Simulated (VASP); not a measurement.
# SiC (Imm2) in VASP: a series of runs

SiC is run at these levels: PBEsol; tasks: single point.

Program: VASP 6.6.1. These are calculated values, not measurements. Logs are shortened: lines on timing, memory, paths and dates and some standing lists are left out, and cuts for length are marked.

## 1. The cell of the first run

Symmetry: Imm2, No. 44, orthorhombic system. Conventional cell: a = 3.106 Å, b = 3.106 Å, c = 4.393 Å, α = 90.00°, β = 90.00°, γ = 90.00°. Si (site symmetry mm2) has 4 C at 1.85 to 1.95 Å within 2.5 Å. Within 2.5 Å of C (site symmetry mm2) lie 4 Si at 1.85 to 1.95 Å.

## 2. Single point, PBEsol

Contents of INCAR:

```
SYSTEM = SiC
ALGO = Normal
EDIFF = 1E-6
ENCUT = 520
GGA = PS
ISIF = 2
ISMEAR = 0
LASPH = .True.
LCHARG = .False.
LREAL = .False.
LWAVE = .False.
NBANDS = 11
NELM = 100
PREC = Accurate
SIGMA = 0.05
```

Contents of KPOINTS:

```
k-points
0
Gamma
  10 10 10
  0 0 0
```

Contents of POSCAR:

```
SiC
1.0
    0.0000000000      2.1964702184      2.1964702184
    2.1964702184      0.0000000000      2.1964702184
    2.1964702184      2.1964702184      0.0000000000
Si C
1 1
Direct
    0.0058896629     -0.0058896629      0.0058896629
    0.7362283587      0.7637716413      0.7362283587
```

Potentials or basis: VASP PAW PBE potentials, release 64 (Si, C).

The run is started by

```bash
$ cat potpaw_PBE.64/Si/POTCAR potpaw_PBE.64/C/POTCAR > POTCAR
$ mpirun -np 1 vasp_std > vasp.out
```

OUTCAR:

```text
SYSTEM = SiC
   EDIFF = 1E-6
   ENCUT = 520
   GGA = PS
   ISIF = 2
   ISMEAR = 0
   LASPH = .True.
   LREAL = .False.
   NELM = 100
   PREC = Accurate

 ion  position               nearest neighbor table
   1  0.006  0.994  0.006-   2 1.85   2 1.85   2 1.95   2 1.95
   2  0.736  0.764  0.736-   1 1.85   1 1.85   1 1.95   1 1.95

  LATTYP: Found a face centered cubic cell.
 ALAT       =     4.3929404368

  Lattice vectors:

 A1 = (   0.0000000000,   2.1964702184,   2.1964702184)
 A2 = (   2.1964702184,   0.0000000000,   2.1964702184)
 A3 = (   2.1964702184,   2.1964702184,   0.0000000000)

Analysis of symmetry for initial positions (statically):
=====================================================================
 Subroutine PRICEL returns:
 Original cell was already a primitive cell.

 Routine SETGRP: Setting up the symmetry group for a
 face centered cubic supercell.

 Subroutine GETGRP returns: Found  4 space group operations
 (whereof  4 operations were pure point group operations)
 out of a pool of 48 trial point group operations.

The static configuration has the point symmetry C_2v.

Analysis of symmetry for dynamics (positions and initial velocities):
=====================================================================
 Subroutine PRICEL returns:
 Original cell was already a primitive cell.

 Routine SETGRP: Setting up the symmetry group for a
 face centered cubic supercell.

 Subroutine GETGRP returns: Found  4 space group operations
 (whereof  4 operations were pure point group operations)
 out of a pool of 48 trial point group operations.

The dynamic configuration has the point symmetry C_2v.

 Subroutine INISYM returns: Found  4 space group operations
 (whereof  4 operations are pure point group operations),
 and found     1 'primitive' translations

----------------------------------------------------------------------------------------

                                     Primitive cell

  volume of cell :      21.1937

  direct lattice vectors                    reciprocal lattice vectors
     0.000000000  2.196470218  2.196470218    -0.227637960  0.227637960  0.227637960
     2.196470218  0.000000000  2.196470218     0.227637960 -0.227637960  0.227637960
     2.196470218  2.196470218  0.000000000     0.227637960  0.227637960 -0.227637960

  length of vectors
     3.106277972  3.106277972  3.106277972     0.394280513  0.394280513  0.394280513

  position of ions in fractional coordinates (direct lattice)
     0.005889663  0.994110337  0.005889663
     0.736228359  0.763771641  0.736228359

  ion indices of the primitive-cell ions
   primitive index   ion index
                 1           1
                 2           2

----------------------------------------------------------------------------------------

 KPOINTS: k-points

Automatic generation of k-mesh.
 Grid dimensions read from file:
 generate k-points for:   10   10   10

 Generating k-lattice:

  Cartesian coordinates                     Fractional coordinates (reciprocal lattice)
    -0.022763796  0.022763796  0.022763796     0.100000000  0.000000000  0.000000000
     0.022763796 -0.022763796  0.022763796     0.000000000  0.100000000  0.000000000
     0.022763796  0.022763796 -0.022763796     0.000000000  0.000000000  0.100000000

  Length of vectors
     0.039428051  0.039428051  0.039428051

  Shift w.r.t. Gamma in fractional coordinates (k-lattice)
     0.000000000  0.000000000  0.000000000

 Subroutine IBZKPT returns following result:
 ===========================================

 Found    171 irreducible k-points:

 Following reciprocal coordinates:
            Coordinates               Weight
  0.000000  0.000000  0.000000      1.000000
  0.100000  0.000000  0.000000      4.000000
  0.000000  0.100000  0.000000      4.000000
  0.200000  0.000000  0.000000      4.000000
  0.000000  0.200000  0.000000      4.000000
  0.300000  0.000000  0.000000      4.000000
[... 16 lines left out ...]
  0.000000  0.400000  0.100000      8.000000
  0.100000  0.000000  0.400000      4.000000
 [... further k-points ...]
   k-points           NKPTS =    171   k-points in BZ     NKDIM =    171   number of bands    NBANDS=     11
   number of dos      NEDOS =    301   number of ions     NIONS =      2
   total plane-waves  NPLWV =  13824
   dimension x,y,z NGX =    24 NGY =   24 NGZ =   24
   dimension x,y,z NGXF=    48 NGYF=   48 NGZF=   48
   ions per type =               1   1
   NGX,Y,Z   is equivalent  to a cutoff of  12.84, 12.84, 12.84 a.u.
   NGXF,Y,Z  is equivalent  to a cutoff of  25.69, 25.69, 25.69 a.u.
 SYSTEM =  SiC
   PREC   = accura    normal or accurate (medium, high low for compatibility)
   ISTART =      0    job   : 0-new  1-cont  2-samecut
   ICHARG =      2    charge: 1-file 2-atom 10-const
   ISPIN  =      1    spin polarized calculation?
   LNONCOLLINEAR =      F non collinear calculations
   LSORBIT =      F    spin-orbit coupling
   LASPH  =      T    aspherical Exc in radial PAW
   ENCUT  =  520.0 eV  38.22 Ry    6.18 a.u.   5.78  5.78  5.78*2*pi/ulx,y,z
   NELM   =    100;   NELMIN=  2; NELMDL= -5     # of ELM steps
   EDIFF  = 0.1E-05   stopping-criterion for ELM
   LREAL  =      F    real-space projection
   EDIFFG = 0.1E-04   stopping-criterion for IOM
   NSW    =      0    number of steps for IOM
   IBRION =     -1    ionic relax: 0-MD 1-quasi-New 2-CG
   NFREE  =      0    steps in history (QN), initial steepest desc. (CG)
   ISIF   =      2    stress and relaxation
   ISYM   =      2    0-nonsym 1-usesym 2-fastsym
   POTIM  = 0.5000    time-step for ionic-motion
   TEBEG  =    0.0;   TEEND  =   0.0 temperature during run
   PSTRESS=    0.0 pullay stress
   NELECT =       8.0000    total number of electrons
   NUPDOWN=      -1.0000    fix difference up-down
   EMIN   =  10.00;   EMAX   =-10.00  energy-range for DOS
   EFERMI =   0.00;   METHOD = LEGACY
   ISMEAR =     0;   SIGMA  =   0.05  broadening in eV -4-tet -1-fermi 0-gaus
   EFERMI_NEDOS =   21; number of points for ismear=-14 and -15
   IALGO  =     38    algorithm
   IMIX   =      4    mixing-type and parameters
     AMIX     =   0.40;   BMIX     =  1.00
     AMIX_MAG =   1.60;   BMIX_MAG =  1.00
  volume/ion in A,a.u.               =      10.60        71.51
  Fermi-wavevector in a.u.,A,eV,Ry     =   1.183140  2.235811 19.045714  1.399821
  Thomas-Fermi vector in A             =   2.319380
   LORBIT       =      0    0 simple, 1 ext, 2 COOP (PROOUT), +10 PAW based schemes
   GGA     = PS    functional components
   LHFCALC =     F    Hartree Fock is set to
   AEXX    =    0.0000 exact exchange contribution
   IVDW    =     0    specifies the selected vdW correction
   LEPSILON=     F    determine dielectric tensor
   LRPA    =     F    only Hartree local field effects (RPA)
 non-spin polarized calculation
 Gauss-broadening in eV      SIGMA  =   0.05
  energy-cutoff  :      520.00
  volume of cell :       21.19
 maximum number of plane-waves:       588
   NGX = 11   NGY = 11   NGZ = 11

 number of electron       8.0000000 magnetization

 Free energy of the ion-electron system (eV)
  ---------------------------------------------------
  ext. energy  EPLUGINS =         0.00000000
  ---------------------------------------------------
  free energy    TOTEN  =       -15.84014602 eV

  energy without entropy =      -15.84014602  energy(sigma->0) =      -15.84014602

 E-fermi :   8.3844     XC(G=0): -11.4020

 val. band max:        8.1682061845   @ k =   0.0000   0.0000   0.0000
 cond. band min:       9.0235114911   @ k =   0.5000   0.5000   0.0000
 fundamental gap:      0.8553053066
 Fermi energy:         8.3844081880

 k-point     1 :       0.0000    0.0000    0.0000
  band No.  band energies     occupation
      1      -7.4526      2.00000
      2       7.3617      2.00000
      3       7.8039      2.00000
      4       8.1682      2.00000
      5      13.6664      0.00000
      6      14.7236      0.00000
      7      14.8598      0.00000
      8      15.0653      0.00000
      9      22.0885      0.00000
     10      22.0940      0.00000
     11      23.6539      0.00000

 k-point     2 :       0.1000    0.0000    0.0000
  band No.  band energies     occupation
      1      -7.2594      2.00000
      2       6.5066      2.00000
      3       7.5613      2.00000
      4       8.0238      2.00000
      5      13.9343      0.00000
      6      14.9625      0.00000
      7      15.0158      0.00000
      8      15.4056      0.00000
      9      21.0438      0.00000
     10      21.1065      0.00000
     11      23.7032      0.00000

 k-point     3 :       0.0000    0.1000    0.0000
  band No.  band energies     occupation
      1      -7.2613      2.00000
      2       6.9475      2.00000
      3       7.2392      2.00000
      4       7.8380      2.00000
      5      13.9792      0.00000
      6      14.8664      0.00000
      7      15.1715      0.00000
      8      15.3040      0.00000
      9      21.2181      0.00000
     10      21.2189      0.00000
     11      23.5012      0.00000

 k-point     4 :       0.2000    0.0000    0.0000
  band No.  band energies     occupation
      1      -6.6875      2.00000
      2       4.4872      2.00000
      3       7.2153      2.00000
      4       7.6984      2.00000
      5      13.6944      0.00000
      6      15.2969      0.00000
      7      15.7090      0.00000
      8      16.2850      0.00000
      9      20.3053      0.00000
     10      20.3894      0.00000
     11      22.8802      0.00000

 k-point     5 :       0.0000    0.2000    0.0000
  band No.  band energies     occupation
      1      -6.6964      2.00000
      2       4.8128      2.00000
      3       6.9545      2.00000
      4       7.5232      2.00000
      5      13.6832      0.00000
      6      15.2000      0.00000
      7      15.6767      0.00000
      8      16.2908      0.00000
      9      20.5494      0.00000
     10      20.7330      0.00000
     11      22.6253      0.00000
[... 211 lines left out ...]
 k-point    21 :       0.3000    0.2000    0.3000
  band No.  band energies     occupation
      1      -5.9607      2.00000
      2       3.2994      2.00000
      3       6.2225      2.00000
      4       6.9829      2.00000
      5      13.3165      0.00000
      6      14.9655      0.00000
      7      16.4437      0.00000
      8      16.6222      0.00000
      9      19.9015      0.00000
     10      22.4726      0.00000
     11      23.5234      0.00000

 k-point    22 :       0.4000    0.1000    0.0000
  band No.  band energies     occupation
      1      -4.8533      2.00000
      2       0.9356      2.00000
      3       6.2452      2.00000
      4       6.6850      2.00000
      5      13.1365      0.00000
      6      14.7142      0.00000
      7      16.1547      0.00000
      8      17.5381      0.00000
      9      20.8145      0.00000
     10      23.6902      0.00000
     11      24.0481      0.00000

 k-point    23 :       0.0000    0.4000    0.1000
  band No.  band energies     occupation
      1      -4.9088      2.00000
      2       1.2367      2.00000
      3       6.0035      2.00000
      4       6.5593      2.00000
      5      13.1385      0.00000
      6      14.7579      0.00000
      7      15.7057      0.00000
      8      17.5953      0.00000
      9      21.1454      0.00000
     10      23.7521      0.00000
     11      24.2704      0.00000

 k-point    24 :       0.1000    0.0000    0.4000
  band No.  band energies     occupation
      1      -4.8589      2.00000
      2       0.9679      2.00000
      3       6.1854      2.00000
      4       6.6868      2.00000
      5      13.2509      0.00000
      6      14.9335      0.00000
      7      15.7049      0.00000
      8      17.5109      0.00000
      9      20.9301      0.00000
     10      23.8842      0.00000
     11      24.0314      0.00000

 [... further k-points ...]
[... 5 lines left out ...]
  --------------------------------------------------------------------------------------
  -------------------------------------------------------------------------------------
  Total       -0.4863226     -0.6483233     -0.4863226      0.0000000      0.0000000     -0.6362492
  in kB      -36.7645371    -49.0113030    -36.7645371      0.0000000      0.0000000    -48.0985378
  external PRESSURE =     -40.8467924 kB  Pullay stress =       0.0000000 kB

 VOLUME and BASIS-vectors are now :
 -----------------------------------------------------------------------------
  energy-cutoff  :      520.00
  volume of cell :       21.19
      direct lattice vectors                 reciprocal lattice vectors
     0.000000000  2.196470218  2.196470218    -0.227637960  0.227637960  0.227637960
     2.196470218  0.000000000  2.196470218     0.227637960 -0.227637960  0.227637960
     2.196470218  2.196470218  0.000000000     0.227637960  0.227637960 -0.227637960

 POSITION                                       TOTAL-FORCE (eV/Angst)
 -----------------------------------------------------------------------------------
      2.19647      0.02587      2.19647         0.000000     -1.553710      0.000000
      3.29471      3.23421      3.29471        -0.000000      1.553710     -0.000000
 -----------------------------------------------------------------------------------
    total drift:                               -0.000000      0.000000     -0.000000

  FREE ENERGIE OF THE ION-ELECTRON SYSTEM (eV)
  ---------------------------------------------------
  free  energy   TOTEN  =       -15.8401460196 eV

  energy  without entropy=      -15.8401460196  energy(sigma->0) =      -15.84014602
```

Wall time 19 s (1 thread of Intel Xeon Platinum 8488C (Sapphire Rapids), shared host); peak memory 0.16 GiB.

Results:

| Quantity | Value |
| --- | --- |
| Free energy | -15.8401 eV |
| Pressure | -4.1 GPa |
| Largest force | 1.554 eV/Å |
| Band gap on the k mesh | 0.86 eV, indirect (least direct gap 4.21 eV) |

Forces on the atoms (eV/Å):
```
Si   0.000 -1.554  0.000
C    0.000  1.554  0.000
```

Stress tensor (GPa, compression positive):
```
-3.68  0.00 -4.81
 0.00 -4.90  0.00
-4.81  0.00 -3.68
```

Levels at points of the mesh, in eV from the valence-band top:
```csv
k point,band 1,band 2,band 3,band 4,band 5,band 6,band 7,band 8,band 9
"(0.00, 0.00, 0.00)",-15.62,-0.81,-0.36,0.00,5.50,6.56,6.69,6.90,13.92
"(0.50, 0.00, 0.00)",-12.03,-9.02,-1.60,-1.10,4.75,6.42,7.08,9.38,15.21
"(0.00, 0.50, 0.00)",-12.18,-8.67,-1.79,-1.23,4.75,6.27,6.90,9.40,15.32
"(0.50, 0.50, 0.00)",-10.67,-8.16,-3.53,-3.52,0.86,3.70,13.28,13.34,13.95
"(0.50, 0.00, 0.50)",-10.69,-8.11,-3.77,-3.35,0.86,3.75,13.29,13.30,13.92
```

Caveat: the PAW data sets were made with another functional, which shifts forces and pressure a little. A k mesh can miss the band edges.

[end of part 1 of 2]
